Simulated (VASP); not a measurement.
Here is a VASP 6.6.1 calculation.

The input INCAR:

```
SYSTEM = WS2
PREC = Accurate
ENCUT = 520
EDIFF = 1E-7
ISMEAR = 0
SIGMA = 0.02
LREAL = .False.
LASPH = .True.
NELM = 60
ALGO = Normal
ISIF = 2
LWAVE = .False.
LCHARG = .False.
GGA = PS
NBANDS = 35
```

File KPOINTS:

```
Automatic mesh
0
Gamma
  12 12 2
  0 0 0
```

The input POSCAR:

```
WS2
1.0
    3.1460836903      0.0000000000      0.0000000000
   -1.5730418452      2.7245883983      0.0000000000
    0.0000000000      0.0000000000     13.2127903596
W S
2 4
Direct
    0.3333333333      0.6666666667      0.2500000000
    0.6666666667      0.3333333333      0.7500000000
    0.3333333333      0.6666666667      0.6313308974
    0.6666666667      0.3333333333      0.1313308974
    0.3333333333      0.6666666667      0.8686691026
    0.6666666667      0.3333333333      0.3686691026
```

Potentials or basis: VASP PAW PBE potentials, release 64 (W_sv, S).

Run with:

```console
$ cat potpaw_PBE.64/W_sv/POTCAR potpaw_PBE.64/S/POTCAR > POTCAR
$ mpirun -np 1 vasp_std > vasp.out
```

What does it give for the largest force?

0.025 eV/Å.

What does it give for the pressure?

-0.1 GPa.

Estimate the band gap on the k mesh.

1.32 eV, indirect (least direct gap 1.89 eV).

Stress tensor (GPa, compression positive):
```
 0.04  0.00  0.00
 0.00  0.04  0.00
 0.00  0.00 -0.26
```

Caveat: the cell differs from its parent crystal (strain along c alone, the other axes held: +4.0 %, then relaxed in part); the PAW data sets were made with another functional, which shifts forces and pressure a little; spin-orbit coupling is left out, which moves the levels of the heavy elements; this functional lacks dispersion, which binds the layers, so the pressure and a relaxed spacing across them are unreliable. A k mesh can miss the band edges.
